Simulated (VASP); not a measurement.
# MgO (P6_3/mmc) in VASP: single point with LDA

Aim: the single point of MgO with LDA.

Program: VASP 6.6.1. These are calculated values, not measurements. Logs are shortened: lines on timing, memory, paths and dates and some standing lists are left out, and cuts for length are marked.

## (1) The cell of the first run

It takes space group P6_3/mmc (No. 194, hexagonal). Conventional cell: a = 3.451 Å, b = 3.451 Å, c = 4.138 Å, α = 90.00°, β = 90.00°, γ = 120.00°. Mg (site symmetry -6m2) has 5 O at 1.99 to 2.07 Å within 2.6 Å. Within 2.6 Å of O (site symmetry -6m2) lie 5 Mg at 1.99 to 2.07 Å.

## (2) Single point, LDA

The input, INCAR:

```
SYSTEM = MgO
PREC = Accurate ; ENCUT = 840
EDIFF = 1E-6 ; ISMEAR = 0
SIGMA = 0.01 ; LREAL = .False.
LASPH = .True. ; NELM = 120
ALGO = Normal ; ISIF = 2
LWAVE = .False. ; LCHARG = .False.
GGA = CA ; NBANDS = 24
GGA_COMPAT = .False.
```

The input, KPOINTS:

```
regular mesh
0
Gamma
  6 6 4
  0 0 0
```

The input, POSCAR:

```
MgO
1.0
    3.4510849686      0.0000000000      0.0000000000
   -1.7255424843      2.9887272534      0.0000000000
    0.0000000000      0.0000000000      4.1376399581
Mg O
2 2
Direct
    0.6666666667      0.3333333333      0.7500000000
    0.3333333333      0.6666666667      0.2500000000
    0.6666666667      0.3333333333      0.2500000000
    0.3333333333      0.6666666667      0.7500000000
```

Potentials or basis: VASP PAW LDA potentials, release 64 (Mg_sv, O).

The run is started by

```bash
$ cat potpaw_LDA.64/Mg_sv/POTCAR potpaw_LDA.64/O/POTCAR > POTCAR
$ mpirun -np 1 vasp_std > vasp.out
```

OUTCAR:

```text
SYSTEM = MgO
   PREC = Accurate
   ENCUT = 840
   EDIFF = 1E-6
   ISMEAR = 0
   LREAL = .False.
   LASPH = .True.
   NELM = 120
   ISIF = 2
   GGA = CA

 ion  position               nearest neighbor table
   1  0.667  0.333  0.750-   4 1.99   4 1.99   4 1.99   3 2.07   3 2.07
   2  0.333  0.667  0.250-   3 1.99   3 1.99   3 1.99   4 2.07   4 2.07
   3  0.667  0.333  0.250-   2 1.99   2 1.99   2 1.99   1 2.07   1 2.07
   4  0.333  0.667  0.750-   1 1.99   1 1.99   1 1.99   2 2.07   2 2.07

  LATTYP: Found a hexagonal cell.
 ALAT       =     3.4510849686
 C/A-ratio  =     1.1989388832

  Lattice vectors:

 A1 = (   3.4510849686,   0.0000000000,   0.0000000000)
 A2 = (  -1.7255424843,   2.9887272534,   0.0000000000)
 A3 = (   0.0000000000,   0.0000000000,   4.1376399581)

Analysis of symmetry for initial positions (statically):
=====================================================================
 Subroutine PRICEL returns:
 Original cell was already a primitive cell.

 Routine SETGRP: Setting up the symmetry group for a
 hexagonal supercell.

 Subroutine GETGRP returns: Found 24 space group operations
 (whereof 12 operations were pure point group operations)
 out of a pool of 24 trial point group operations.

The static configuration has the point symmetry D_3d.
 The point group associated with its full space group is D_6h.

Analysis of symmetry for dynamics (positions and initial velocities):
=====================================================================
 Subroutine PRICEL returns:
 Original cell was already a primitive cell.

 Routine SETGRP: Setting up the symmetry group for a
 hexagonal supercell.

 Subroutine GETGRP returns: Found 24 space group operations
 (whereof 12 operations were pure point group operations)
 out of a pool of 24 trial point group operations.

The dynamic configuration has the point symmetry D_3d.
 The point group associated with its full space group is D_6h.

 Subroutine INISYM returns: Found 24 space group operations
 (whereof 12 operations are pure point group operations),
 and found     1 'primitive' translations

----------------------------------------------------------------------------------------

                                     Primitive cell

  volume of cell :      42.6771

  direct lattice vectors                    reciprocal lattice vectors
     3.451084969  0.000000000  0.000000000     0.289763946  0.167295292  0.000000000
    -1.725542484  2.988727253  0.000000000     0.000000000  0.334590585  0.000000000
[... 86 lines left out ...]
   LREAL  =      F    real-space projection
   EDIFFG = 0.1E-04   stopping-criterion for IOM
   NSW    =      0    number of steps for IOM
   IBRION =     -1    ionic relax: 0-MD 1-quasi-New 2-CG
   NFREE  =      0    steps in history (QN), initial steepest desc. (CG)
   ISIF   =      2    stress and relaxation
   ISYM   =      2    0-nonsym 1-usesym 2-fastsym
   POTIM  = 0.5000    time-step for ionic-motion
   TEBEG  =    0.0;   TEEND  =   0.0 temperature during run
   PSTRESS=    0.0 pullay stress
   NELECT =      32.0000    total number of electrons
   NUPDOWN=      -1.0000    fix difference up-down
   EMIN   =  10.00;   EMAX   =-10.00  energy-range for DOS
   EFERMI =   0.00;   METHOD = LEGACY
   ISMEAR =     0;   SIGMA  =   0.01  broadening in eV -4-tet -1-fermi 0-gaus
   EFERMI_NEDOS =   21; number of points for ismear=-14 and -15
   IALGO  =     38    algorithm
   IMIX   =      4    mixing-type and parameters
     AMIX     =   0.40;   BMIX     =  1.00
     AMIX_MAG =   1.60;   BMIX_MAG =  1.00
  volume/ion in A,a.u.               =      10.67        72.00
  Fermi-wavevector in a.u.,A,eV,Ry     =   1.487282  2.810555 30.096187  2.212007
  Thomas-Fermi vector in A             =   2.600462
   LORBIT       =      0    0 simple, 1 ext, 2 COOP (PROOUT), +10 PAW based schemes
   GGA     = CA    functional components
   LHFCALC =     F    Hartree Fock is set to
   AEXX    =    0.0000 exact exchange contribution
   IVDW    =     0    specifies the selected vdW correction
   LEPSILON=     F    determine dielectric tensor
   LRPA    =     F    only Hartree local field effects (RPA)
 non-spin polarized calculation
 Gauss-broadening in eV      SIGMA  =   0.01
  energy-cutoff  :      840.00
  volume of cell :       42.68
 maximum number of plane-waves:      2380
 NGX is ok and might be reduce to    36
   NGX = 17   NGY = 17   NGZ = 19

 number of electron      32.0000003 magnetization

 Free energy of the ion-electron system (eV)
  ---------------------------------------------------
  ext. energy  EPLUGINS =         0.00000000
  ---------------------------------------------------
  free energy    TOTEN  =       -26.14960481 eV

  energy without entropy =      -26.14960481  energy(sigma->0) =      -26.14960481

 E-fermi :   1.8520     XC(G=0): -11.0356

 val. band max:        1.6191050320   @ k =   0.0000   0.0000   0.0000
 cond. band min:       5.1135416599   @ k =   0.0000   0.0000   0.0000
 fundamental gap:      3.4944366279
 Fermi energy:         1.8519576769

 k-point     1 :       0.0000    0.0000    0.0000
  band No.  band energies     occupation
      1     -69.5818      2.00000
      2     -69.5658      2.00000
      3     -37.1181      2.00000
      4     -37.0923      2.00000
      5     -37.0923      2.00000
      6     -37.0602      2.00000
[... 556 lines left out ...]
     23      19.1282      0.00000
     24      19.1282      0.00000

------------------------ aborting loop because EDIFF is reached ----------------------------------------

  FORCE on cell =-STRESS in cart. coord.  units (eV):
  Direction    XX          YY          ZZ          XY          YZ          ZX
  --------------------------------------------------------------------------------------
  -------------------------------------------------------------------------------------
  Total        0.1480764      0.1480764      0.1532877      0.0000000      0.0000000      0.0000000
  in kB        5.5590672      5.5590672      5.7547061      0.0000000      0.0000000      0.0000000
  external PRESSURE =       5.6242802 kB  Pullay stress =       0.0000000 kB

 VOLUME and BASIS-vectors are now :
 -----------------------------------------------------------------------------
  energy-cutoff  :      840.00
  volume of cell :       42.68
      direct lattice vectors                 reciprocal lattice vectors
     3.451084969  0.000000000  0.000000000     0.289763946  0.167295292  0.000000000
    -1.725542484  2.988727253  0.000000000     0.000000000  0.334590585  0.000000000
     0.000000000  0.000000000  4.137639958     0.000000000  0.000000000  0.241683668

 POSITION                                       TOTAL-FORCE (eV/Angst)
 -----------------------------------------------------------------------------------
      1.72554      0.99624      3.10323         0.000000      0.000000      0.000000
     -0.00000      1.99248      1.03441        -0.000000     -0.000000      0.000000
      1.72554      0.99624      1.03441         0.000000     -0.000000      0.000000
     -0.00000      1.99248      3.10323        -0.000000      0.000000      0.000000
 -----------------------------------------------------------------------------------
    total drift:                               -0.000000      0.000000     -0.000000

  FREE ENERGIE OF THE ION-ELECTRON SYSTEM (eV)
  ---------------------------------------------------
  free  energy   TOTEN  =       -26.1496048147 eV

  energy  without entropy=      -26.1496048147  energy(sigma->0) =      -26.14960481
```

OSZICAR:

```text
N       E                     dE             d eps       ncg     rms          rms(c)
DAV:   1     0.429725947825E+03    0.42973E+03   -0.26584E+04  1008   0.217E+03
DAV:   2     0.733479681676E+01   -0.42239E+03   -0.40472E+03  1152   0.586E+02
DAV:   3    -0.270448164089E+02   -0.34380E+02   -0.33673E+02  1672   0.134E+02
DAV:   4    -0.301558366666E+02   -0.31110E+01   -0.31004E+01  1136   0.368E+01
DAV:   5    -0.302853493653E+02   -0.12951E+00   -0.12950E+00  1144   0.529E+00    0.128E+01
DAV:   6    -0.263234793706E+02    0.39619E+01   -0.98707E+00  1128   0.207E+01    0.422E+00
DAV:   7    -0.262254176273E+02    0.98062E-01   -0.42658E-01  1248   0.478E+00    0.243E+00
DAV:   8    -0.261525707732E+02    0.72847E-01   -0.13232E-01  1104   0.297E+00    0.462E-01
DAV:   9    -0.261493946965E+02    0.31761E-02   -0.11481E-02  1432   0.760E-01    0.121E-01
DAV:  10    -0.261496189775E+02   -0.22428E-03   -0.78993E-04  1136   0.187E-01    0.300E-02
DAV:  11    -0.261496083030E+02    0.10674E-04   -0.22972E-05  1048   0.391E-02    0.180E-02
DAV:  12    -0.261496048212E+02    0.34817E-05   -0.84549E-06  1144   0.324E-02    0.268E-03
DAV:  13    -0.261496048147E+02    0.65411E-08   -0.80516E-07   664   0.729E-03
   1 F= -.26149605E+02 E0= -.26149605E+02  d E =0.000000E+00
```

stdout:

```text
POSCAR found type information on POSCAR MgO
 POSCAR found :  2 types and       4 ions
 scaLAPACK will be used
 LDA part: xc-table for (Slater(with rela. corr.)+CA(PZ))
 , standard interpolation
 POSCAR, INCAR and KPOINTS ok, starting setup
 FFT: planning ... GRIDC
 FFT: planning ... GRID_SOFT
 FFT: planning ... GRID
 WAVECAR not read
 entering main loop
```

Run time: 18 s. Hardware: 1 thread of AMD EPYC 9R45 (Zen 5), shared host; peak memory 0.16 GiB.

Results:

```yaml
Free_energy: -26.1496 eV
Pressure: 0.6 GPa
Band_gap_on_the_k_mesh: 3.49 eV
```

Levels at points of the mesh, in eV from the valence-band top:
```csv
k point,band 13,band 14,band 15,band 16,band 17,band 18,band 19,band 20
"(0.00, 0.00, 0.00)",-1.81,-0.86,-0.86,0.00,3.49,9.50,12.30,12.47
"(0.50, 0.00, 0.00)",-2.44,-2.04,-1.37,-0.54,6.91,9.24,9.75,12.23
"(0.00, 0.00, 0.50)",-1.36,-1.36,-1.36,-1.36,6.51,6.51,12.83,12.83
"(0.50, 0.00, 0.50)",-1.61,-1.61,-0.88,-0.88,7.26,7.26,12.12,12.12
```
